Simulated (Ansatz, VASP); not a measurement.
SrVO3: VASP beside Ansatz

The input INCAR:

```
SYSTEM = SrVO3
  ALGO = Normal
  EDIFF = 1E-6
  ENCUT = 520
  GGA = PE
  ISIF = 2
  ISMEAR = -1
  ISPIN = 2
  LASPH = .True.
  LCHARG = .True.
  LELF = .True.
  LMAXMIX = 4
  LORBIT = 11
  LREAL = .False.
  LVHAR = .True.
  LWAVE = .False.
  MAGMOM = 0 1 0 0 0
  NBANDS = 32
  NELM = 150
  PREC = Accurate
  SIGMA = 0.05
```

KPOINTS

```
k-points
0
Gamma
  7 7 7
  0 0 0
```

The input POSCAR:

```
SrVO3
1.0
    3.8409000000      0.0000000000      0.0000000000
    0.0000000000      3.8409000000      0.0000000000
    0.0000000000      0.0000000000      3.8409000000
Sr V O
1 1 3
Direct
    0.5000000000      0.5000000000      0.5000000000
    0.0000000000      0.0000000000      0.0000000000
    0.5000000000      0.0000000000      0.0000000000
    0.0000000000      0.5000000000      0.0000000000
    0.0000000000      0.0000000000      0.5000000000
```

Input for Ansatz:

```yaml
crystal:
  lattice:
    - [3.8409, 0.0, 0.0]
    - [0.0, 3.8409, 0.0]
    - [0.0, 0.0, 3.8409]
  atoms:
    - { symbol: Sr, position: [0.5, 0.5, 0.5] }
    - { symbol: V, position: [0.0, 0.0, 0.0] }
    - { symbol: O, position: [0.5, 0.0, 0.0] }
    - { symbol: O, position: [0.0, 0.5, 0.0] }
    - { symbol: O, position: [0.0, 0.0, 0.5] }
kpoints:
  mp_grid:
    grid: [7, 7, 7]
hamiltonian:
  xc: pbe
  pseudopotentials:
    kind: all_electron
    lapw:
      basis_error: 0.002
magnetization:
  spin_polarized: true
  per_species:
    V: 1.0
scf:
  occupations:
    method: fermi_dirac
    width: 0.05
```

Alike in both runs: task single point; functional PBE; k mesh 7 × 7 × 7; occupations fermi-dirac, width 0.05 eV; collinear spin.

|  | VASP | Ansatz |
| --- | --- | --- |
| version | VASP 6.6.1 | Ansatz 0.2.0 |
| potentials or method | VASP PAW PBE potentials, release 64 (Sr_sv, V_sv, O), cutoff 520 eV | all-electron (LAPW or listed datasets) |

```tsv
	VASP	Ansatz	Ansatz less VASP
net moment per atom (μB)	0.00	0.00	0.000
```

Ansatz ran all-electron here, and VASP with PAW potentials. Ansatz's warnings: seeded moment not kept.
